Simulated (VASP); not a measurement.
**GaF: relaxation of cell and atoms with HSE06**

GaF:

```
Ga F
1.0
     3.16592    0.00000    0.00000
     0.00000    3.16592    0.00000
     0.00000    0.00000    3.16592
Ga F
1 1
Direct
  0.00000 0.00000 0.00000
  0.50000 0.50000 0.50000
```

```yaml
Program: VASP 6.6.1
Task: relaxation of cell and atoms
Functional: HSE06
Potentials_or_basis: VASP PAW PBE potentials, release 64 (Ga_d, F)
Cutoff: 600 eV
k_mesh: 4 × 4 × 4
Occupations: fermi-dirac, width 0.05 eV
Spin: no spin polarisation
Dipole_correction: no
Grid_for_exact_exchange_PRECFOCK: Normal
Further_INCAR_settings: ALGO = Normal; EDIFF = 1e-06; IBRION = 2; EDIFFG = -0.01; NSW = 60; ISIF = 3
Share_of_exact_exchange: 0.25
Screening_parameter: 0.2079 1/Å
```

* Pressure after relaxing: 0.0 GPa
* Band gap on the k mesh: 0.73 eV (least direct gap 2.09 eV)

Final structure:
```cif
data_structure
_symmetry_space_group_name_H-M 'P 1'
_symmetry_Int_Tables_number 1
_cell_length_a 3.1659
_cell_length_b 3.1659
_cell_length_c 3.1659
_cell_angle_alpha 90.000
_cell_angle_beta 90.000
_cell_angle_gamma 90.000
_cell_volume 31.73
loop_
_atom_site_label
_atom_site_type_symbol
_atom_site_fract_x
_atom_site_fract_y
_atom_site_fract_z
_atom_site_occupancy
Ga1 Ga 0.00000 0.00000 0.00000 1
F1 F 0.50000 0.50000 0.50000 1
```

Levels at points of the mesh, in eV from the valence-band top:
| k point | band 7 | band 8 | band 9 | band 10 | band 11 | band 12 | band 13 | band 14 |
| --- | --- | --- | --- | --- | --- | --- | --- | --- |
| (0.00, 0.00, 0.00) | -6.84 | -4.73 | -4.73 | -4.73 | 9.33 | 9.33 | 9.33 | 10.45 |
| (0.50, 0.00, 0.00) | -8.04 | -4.44 | -4.44 | -1.36 | 0.73 | 9.42 | 9.42 | 13.32 |
| (0.50, 0.50, 0.00) | -6.15 | -6.15 | -4.34 | -2.98 | 3.99 | 3.99 | 9.87 | 11.49 |
| (0.50, 0.50, 0.50) | -5.34 | -5.34 | -5.34 | 0.00 | 2.86 | 2.86 | 2.86 | 12.89 |

Run time: 4.5 min on 1 thread of Intel(R) Xeon(R) Platinum 8488C (Sapphire Rapids), with other jobs on the host, peak memory 0.26 GiB.

Caveat: the k points lie up to 0.50 Å⁻¹ apart in the final cell; the relaxation stopped at its first step, so nothing moved; the PAW data sets were made with another functional, which shifts forces and pressure a little. A k mesh can miss the band edges.
